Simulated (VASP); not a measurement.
# Os (P6_3/mmc) in VASP: single point with r2SCAN

Aim: the single point of Os with r2SCAN.

Everything below comes from runs of VASP 6.6.1. Logs are shortened: lines on timing, memory, paths and dates and some standing lists are left out, and cuts for length are marked.

## (1) The cell of the first run

It takes space group P6_3/mmc (No. 194, hexagonal). Conventional cell: a = 2.739 Å, b = 2.739 Å, c = 4.315 Å, α = 90.00°, β = 90.00°, γ = 120.00°. Within 3.5 Å of Os (site symmetry -6m2) lie 12 Os at 2.67 to 2.74 Å.

## (2) Single point, r2SCAN

Input file POSCAR:

```
Os
1.0
    2.7389629409     -0.0000002899      0.0000000000
   -1.3694812194      2.3720116318      0.0000000000
    0.0000000000      0.0000000000      4.3148333769
Os
2
Direct
    0.3333333333      0.6666666667      0.2500000000
    0.6666666667      0.3333333333      0.7500000000
```

Input file INCAR.step1:

```
SYSTEM = Os
PREC = Accurate
ENCUT = 520
ISMEAR = -1
SIGMA = 0.0286
LREAL = .False.
LASPH = .True.
NELM = 60
NBANDS = 15
GGA = PE
ALGO = Normal
EDIFF = 1E-4
LWAVE = .True.
LCHARG = .False.
```

Input file INCAR.step2:

```
SYSTEM = Os
PREC = Accurate
ENCUT = 520
EDIFF = 1E-7
ISMEAR = -1
SIGMA = 0.0286
LREAL = .False.
LASPH = .True.
NELM = 60
ALGO = Normal
ISIF = 2
LWAVE = .False.
LCHARG = .False.
METAGGA = R2SCAN
LMIXTAU = .True.
NBANDS = 15
ISTART = 1
```

Input file KPOINTS:

```
Automatic mesh
0
Gamma
  14 14 8
  0 0 0
```

Potentials or basis: VASP PAW PBE potentials, release 64 (Os).

Started as:

```console
cat potpaw_PBE.64/Os/POTCAR > POTCAR
cp INCAR.step1 INCAR
mpirun -np 1 vasp_std > vasp.out
cp INCAR.step2 INCAR
mpirun -np 1 vasp_std > vasp.out
```

OUTCAR:

```text
SYSTEM = Os
   PREC = Accurate
   ENCUT = 520
   EDIFF = 1E-7
   ISMEAR = -1
   LREAL = .False.
   LASPH = .True.
   NELM = 60
   ISIF = 2
   METAGGA = R2SCAN
   ISTART = 1

 ion  position               nearest neighbor table
   1  0.333  0.667  0.250-   2 2.67   2 2.67   2 2.67   2 2.67   2 2.67   2 2.67
   2  0.667  0.333  0.750-   1 2.67   1 2.67   1 2.67   1 2.67   1 2.67   1 2.67

  LATTYP: Found a hexagonal cell.
 ALAT       =     2.7389629409
 C/A-ratio  =     1.5753529602

  Lattice vectors:

 A1 = (   2.7389629409,  -0.0000002899,   0.0000000000)
 A2 = (  -1.3694812194,   2.3720116318,   0.0000000000)
 A3 = (   0.0000000000,   0.0000000000,   4.3148333769)

Analysis of symmetry for initial positions (statically):
=====================================================================
 Subroutine PRICEL returns:
 Original cell was already a primitive cell.

 Routine SETGRP: Setting up the symmetry group for a
 hexagonal supercell.

 Subroutine GETGRP returns: Found 24 space group operations
 (whereof 12 operations were pure point group operations)
 out of a pool of 24 trial point group operations.

The static configuration has the point symmetry D_3d.
 The point group associated with its full space group is D_6h.

Analysis of symmetry for dynamics (positions and initial velocities):
=====================================================================
 Subroutine PRICEL returns:
 Original cell was already a primitive cell.

 Routine SETGRP: Setting up the symmetry group for a
 hexagonal supercell.

 Subroutine GETGRP returns: Found 24 space group operations
 (whereof 12 operations were pure point group operations)
 out of a pool of 24 trial point group operations.

The dynamic configuration has the point symmetry D_3d.
 The point group associated with its full space group is D_6h.

 Subroutine INISYM returns: Found 24 space group operations
 (whereof 12 operations are pure point group operations),
 and found     1 'primitive' translations

----------------------------------------------------------------------------------------

                                     Primitive cell

  volume of cell :      28.0328

  direct lattice vectors                    reciprocal lattice vectors
     2.738962941 -0.000000290  0.000000000     0.365101713  0.210791521  0.000000000
[... 92 lines left out ...]
   ISIF   =      2    stress and relaxation
   ISYM   =      2    0-nonsym 1-usesym 2-fastsym
   POTIM  = 0.5000    time-step for ionic-motion
   TEBEG  =    0.0;   TEEND  =   0.0 temperature during run
   PSTRESS=    0.0 pullay stress
   NELECT =      16.0000    total number of electrons
   NUPDOWN=      -1.0000    fix difference up-down
   EMIN   =  10.00;   EMAX   =-10.00  energy-range for DOS
   EFERMI =   0.00;   METHOD = LEGACY
   ISMEAR =    -1;   SIGMA  =   0.03  broadening in eV -4-tet -1-fermi 0-gaus
   EFERMI_NEDOS =   21; number of points for ismear=-14 and -15
   IALGO  =     38    algorithm
   IMIX   =      4    mixing-type and parameters
     AMIX     =   0.40;   BMIX     =  1.00
     AMIX_MAG =   1.60;   BMIX_MAG =  1.00
  volume/ion in A,a.u.               =      14.02        94.59
  Fermi-wavevector in a.u.,A,eV,Ry     =   1.357977  2.566205 25.090535  1.844102
  Thomas-Fermi vector in A             =   2.484850
   LORBIT       =      0    0 simple, 1 ext, 2 COOP (PROOUT), +10 PAW based schemes
   METAGGA = R2SCAN    functional components
   LHFCALC =     F    Hartree Fock is set to
   AEXX    =    0.0000 exact exchange contribution
   IVDW    =     0    specifies the selected vdW correction
   LEPSILON=     F    determine dielectric tensor
   LRPA    =     F    only Hartree local field effects (RPA)
 non-spin polarized calculation
  energy-cutoff  :      520.00
  volume of cell :       28.03
 maximum number of plane-waves:       774
   NGX = 11   NGY = 11   NGZ = 17

 number of electron      15.9999999 magnetization

 Free energy of the ion-electron system (eV)
  ---------------------------------------------------
  ext. energy  EPLUGINS =         0.00000000
  ---------------------------------------------------
  free energy    TOTEN  =      -106.00291617 eV

  energy without entropy =     -105.99783056  energy(sigma->0) =     -106.00037336

 E-fermi :   9.2601     XC(G=0): -15.3787

 val. band max:        9.2572163584   @ k =   0.0714   0.0714   0.3750
 cond. band min:       9.2711400309   @ k =   0.5000   0.0000   0.2500
 fundamental gap:      0.0139236725
 Fermi energy:         9.2600803051

 k-point     1 :       0.0000    0.0000    0.0000
  band No.  band energies     occupation
      1      -2.1836      2.00000
      2       1.1167      2.00000
      3       6.0620      2.00000
      4       6.0620      2.00000
      5       6.3645      2.00000
      6       6.9349      2.00000
      7       6.9349      2.00000
      8       7.5655      2.00000
      9       7.5655      2.00000
     10       9.2738      0.76546
     11      10.9726      0.00000
     12      10.9726      0.00000
     13      18.8103      0.00000
     14      24.0013      0.00000
[... 401 lines left out ...]
      2       3.4098      2.00000
      3       3.5250      2.00000
      4       4.4837      2.00000
      5       5.4913      2.00000
      6       5.8257      2.00000
      7       7.7826      2.00000
      8      10.5922      0.00000
      9      11.0520      0.00000
     10      11.4066      0.00000
     11      14.9020      0.00000
     12      14.9507      0.00000
     13      16.7721      0.00000
     14      22.9970      0.00000
     15      24.8204      0.00000

 [... further k-points ...]

------------------------ aborting loop because EDIFF is reached ----------------------------------------

  FORCE on cell =-STRESS in cart. coord.  units (eV):
  Direction    XX          YY          ZZ          XY          YZ          ZX
  --------------------------------------------------------------------------------------
  -------------------------------------------------------------------------------------
  Total        0.1714398      0.1714398      0.1702567     -0.0000000     -0.0000000      0.0000000
  in kB        9.7984005      9.7984005      9.7307812     -0.0000000     -0.0000000      0.0000000
  external PRESSURE =       9.7758607 kB  Pullay stress =       0.0000000 kB

 VOLUME and BASIS-vectors are now :
 -----------------------------------------------------------------------------
  energy-cutoff  :      520.00
  volume of cell :       28.03
      direct lattice vectors                 reciprocal lattice vectors
     2.738962941 -0.000000290  0.000000000     0.365101713  0.210791521  0.000000000
    -1.369481219  2.372011632  0.000000000     0.000000045  0.421583119  0.000000000
     0.000000000  0.000000000  4.314833377     0.000000000  0.000000000  0.231758660

 POSITION                                       TOTAL-FORCE (eV/Angst)
 -----------------------------------------------------------------------------------
      0.00000      1.58134      1.07871        -0.000000      0.000000      0.000000
      1.36948      0.79067      3.23613         0.000000     -0.000000      0.000000
 -----------------------------------------------------------------------------------
    total drift:                               -0.000000      0.000000     -0.000000

  FREE ENERGIE OF THE ION-ELECTRON SYSTEM (eV)
  ---------------------------------------------------
  free  energy   TOTEN  =      -106.0029161656 eV

  energy  without entropy=     -105.9978305605  energy(sigma->0) =     -106.00037336
```

OUTCAR.step1:

```text
SYSTEM = Os
   PREC = Accurate
   ENCUT = 520
   ISMEAR = -1
   LREAL = .False.
   LASPH = .True.
[... 655 lines left out ...]
      0.00000      1.58134      1.07871         0.000000      0.000000      0.000000
      1.36948      0.79067      3.23613        -0.000000     -0.000000      0.000000
 -----------------------------------------------------------------------------------
    total drift:                               -0.000000      0.000000     -0.000000

  FREE ENERGIE OF THE ION-ELECTRON SYSTEM (eV)
  ---------------------------------------------------
  free  energy   TOTEN  =       -22.4825738806 eV

  energy  without entropy=      -22.4774466409  energy(sigma->0) =      -22.48001026
```

Run time: 2.5 min. Hardware: 1 thread of AMD EPYC 7R43 (Zen 3), shared host; peak memory 0.13 GiB.

Results:

| Quantity | Value |
| --- | --- |
| Free energy | -106.0029 eV |
| Pressure | 1.0 GPa |
| Band gap on the k mesh | zero (bands 8 and 9 overlap by 3.89 eV) |

Caveat: the PAW data sets were made with another functional, which shifts forces and pressure a little; spin-orbit coupling is left out, which moves the levels of the heavy elements.
